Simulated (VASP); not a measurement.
Hf2N: single point with PBEsol

The system is Hf2N.

```xyz
6
Lattice="5.3502 0.0000 0.0000 0.0000 5.3502 0.0000 0.0000 0.0000 3.2567" Properties=species:S:1:pos:R:3 pbc="T T T"
Hf    1.5832    1.5832    0.0000
Hf    3.7670    3.7670    0.0000
Hf    4.2583    1.0919    1.6284
Hf    1.0919    4.2583    1.6284
N     0.0000    0.0000    0.0000
N     2.6751    2.6751    1.6284
```

```json
{
 "Program": "VASP 6.6.1",
 "Task": "single point",
 "Functional": "PBEsol",
 "Potentials or basis": "VASP PAW PBE potentials, release 64 (Hf_pv, N)",
 "Cutoff": "520 eV",
 "k mesh": "8 × 8 × 12",
 "Occupations": "gaussian, width 0.1 eV",
 "Spin": "no spin polarisation"
}
```

```
Pressure               : -6.7 GPa
Largest force          : 0.009 eV/Å
Band gap on the k mesh : zero (bands 25 and 26 overlap by 2.60 eV)
```

Forces in eV/Å, atoms in the order of the input:
```
Hf   0.006  0.006  0.000
Hf  -0.006 -0.006  0.000
Hf   0.006 -0.006  0.000
Hf  -0.006  0.006  0.000
N    0.000  0.000  0.000
N    0.000  0.000  0.000
```

Stress tensor (GPa, compression positive):
```
-6.65  0.00  0.00
 0.00 -6.65  0.00
 0.00  0.00 -6.83
```

Levels at points of the mesh, in eV from the Fermi level:
| k point | band 23 | band 24 | band 25 | band 26 | band 27 | band 28 |
| --- | --- | --- | --- | --- | --- | --- |
| (0.00, 0.00, 0.00) | -0.18 | 0.79 | 1.05 | 1.08 | 1.08 | 1.49 |
| (0.50, 0.00, 0.00) | -1.04 | -1.04 | 1.37 | 1.37 | 1.84 | 1.84 |
| (0.50, 0.50, 0.00) | -1.41 | -1.41 | 1.05 | 1.05 | 1.47 | 1.47 |
| (0.00, 0.00, 0.50) | -1.26 | -1.26 | -1.23 | -1.23 | 2.13 | 2.13 |
| (0.50, 0.00, 0.50) | -1.17 | -1.17 | -0.93 | -0.93 | 1.73 | 1.73 |
| (0.50, 0.50, 0.50) | -0.82 | -0.82 | -0.60 | -0.60 | 1.22 | 1.22 |

Run time: 5.4 min on 1 thread of Intel Xeon 8259CL, with other jobs on the host, peak memory 0.37 GiB.

Caveat: the cell stands under tension; the PAW data sets were made with another functional, which shifts forces and pressure a little; spin-orbit coupling is left out, which moves the levels of the heavy elements.
